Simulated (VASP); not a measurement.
Write the native input for VASP 6.6.1 that does the following.

```
Task                               : single point
Functional                         : HF
Potentials or basis                : VASP PAW PBE potentials, release 64 (K_sv, Cl)
Cutoff                             : 520 eV
k mesh                             : 4 × 4 × 4
Occupations                        : gaussian, width 0.01 eV
Spin                               : no spin polarisation
Dipole correction                  : no
Grid for exact exchange (PRECFOCK) : Normal
Further INCAR settings             : ALGO = Normal; EDIFF = 1e-06; NBANDS = 15
Share of exact exchange            : 1
```

Crystal: KCl.

```
K Cl
1.0
     0.00000    3.50728    3.50728
     3.50728    0.00000    3.50728
     3.50728    3.50728    0.00000
K Cl
1 1
Direct
  0.00000 0.00000 0.00000
  0.25000 0.25000 0.25000
```

The input as run:

POSCAR

```
KCl
1.0
    0.0000000000      3.5072828382      3.5072828382
    3.5072828382      0.0000000000      3.5072828382
    3.5072828382      3.5072828382      0.0000000000
K Cl
1 1
Direct
    0.0000000000      0.0000000000      0.0000000000
    0.2500000000      0.2500000000      0.2500000000
```

INCAR.step1

```
PREC     = Accurate       # precision mode
ENCUT    = 520            # plane-wave cutoff, eV
EDIFF    = 1E-5           # SCF threshold, eV
ISMEAR   = 0              # smearing method
SIGMA    = 0.01           # smearing width, eV
LREAL    = False          # projectors in reciprocal space
LASPH    = True           # aspherical terms in the spheres
NELM     = 100            # most SCF steps
ALGO     = Normal         # electronic algorithm
ISIF     = 2              # what is computed and relaxed
LWAVE    = True           # write WAVECAR
LCHARG   = False          # write CHGCAR
GGA      = PE             # functional
NBANDS   = 15             # bands
```

INCAR.step2

```
PREC     = Accurate       # precision mode
ENCUT    = 520            # plane-wave cutoff, eV
EDIFF    = 1E-6           # SCF threshold, eV
ISMEAR   = 0              # smearing method
SIGMA    = 0.01           # smearing width, eV
LREAL    = False          # projectors in reciprocal space
LASPH    = True           # aspherical terms in the spheres
NELM     = 100            # most SCF steps
ALGO     = Normal         # electronic algorithm
ISIF     = 2              # what is computed and relaxed
LWAVE    = False          # write WAVECAR
LCHARG   = False          # write CHGCAR
GGA      = PE             # functional
LHFCALC  = True           # exact exchange
AEXX     = 1.0            # exact-exchange fraction
ALDAC    = 0.0          
AGGAC    = 0.0          
PRECFOCK = Normal       
ISTART   = 1            
NBANDS   = 15             # bands
```

KPOINTS

```
regular mesh
0
Gamma
  4 4 4
```

Potentials or basis: VASP PAW PBE potentials, release 64 (K_sv, Cl).

Launch:

```console
$ cat potpaw_PBE.64/K_sv/POTCAR potpaw_PBE.64/Cl/POTCAR > POTCAR
$ cp INCAR.step1 INCAR
$ mpirun -np 1 vasp_std > vasp.out
$ cp INCAR.step2 INCAR
$ mpirun -np 1 vasp_std > vasp.out
```

Results of the run:

```yaml
Pressure: 1.2 GPa
Band_gap_on_the_k_mesh: 12.36 eV (least direct gap 12.39 eV)
```

Caveat: the PAW data sets were made with another functional, which shifts forces and pressure a little.

Wall time 6.1 min on 1 thread of Intel(R) Xeon(R) 6975P-C (Granite Rapids) (shared host), peak memory 0.24 GiB.
